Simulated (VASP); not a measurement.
Wanted: the native input for a VASP 6.6.1 run.

```yaml
Task: single point
Functional: PBE
Potentials_or_basis: VASP PAW PBE potentials, release 64 (Ga_d, S)
Cutoff: 500 eV
k_mesh: 4 × 4 × 4
Occupations: gaussian, width 0.15 eV
Spin: no spin polarisation
Dipole_correction: no
Further_INCAR_settings: ALGO = Normal; EDIFF = 1e-06; NBANDS = 23
```

The structure of Ga2S lies in POSCAR:

```
Ga2S
1.0
    0.0000000000      3.2763609796      3.2763609796
    3.2763609796      0.0000000000      3.2763609796
    3.2763609796      3.2763609796      0.0000000000
Ga S
2 1
Direct
    0.0000000000      0.0000000000      0.0000000000
    0.2500000000      0.2500000000      0.2500000000
    0.7500000000      0.7500000000      0.7500000000
```

The cell was generated, and may not be a known phase.

These files were run (other wordings do the same):

INCAR

```
SYSTEM = Ga2S
PREC     = Accurate       ! precision mode
ENCUT    = 500            ! plane-wave cutoff, eV
EDIFF    = 1E-6           ! SCF threshold, eV
ISMEAR   = 0              ! smearing method
SIGMA    = 0.15           ! smearing width, eV
LREAL    = .False.        ! projectors in reciprocal space
LASPH    = .True.         ! aspherical terms in the spheres
NELM     = 120            ! most SCF steps
ALGO     = Normal         ! electronic algorithm
ISIF     = 2              ! what is computed and relaxed
LWAVE    = .False.        ! write WAVECAR
LCHARG   = .False.        ! write CHGCAR
GGA      = PE             ! functional
NBANDS   = 23             ! bands
GGA_COMPAT= .False.
```

KPOINTS

```
Automatic mesh
0
Gamma
  4 4 4
  0 0 0
```

Potentials or basis: VASP PAW PBE potentials, release 64 (Ga_d, S).

Run with:

```bash
$ cat potpaw_PBE.64/Ga_d/POTCAR potpaw_PBE.64/S/POTCAR > POTCAR
$ mpirun -np 1 vasp_std > vasp.out
```

It gave:

```yaml
Pressure: -0.2 GPa
Band_gap_on_the_k_mesh: zero (bands 16 and 17 overlap by 0.05 eV)
```

Caveat: the k points lie up to 0.42 Å⁻¹ apart.

Wall time 24 s on 1 thread of AMD EPYC 7R13, with other jobs on the host, peak memory 0.2 GiB.
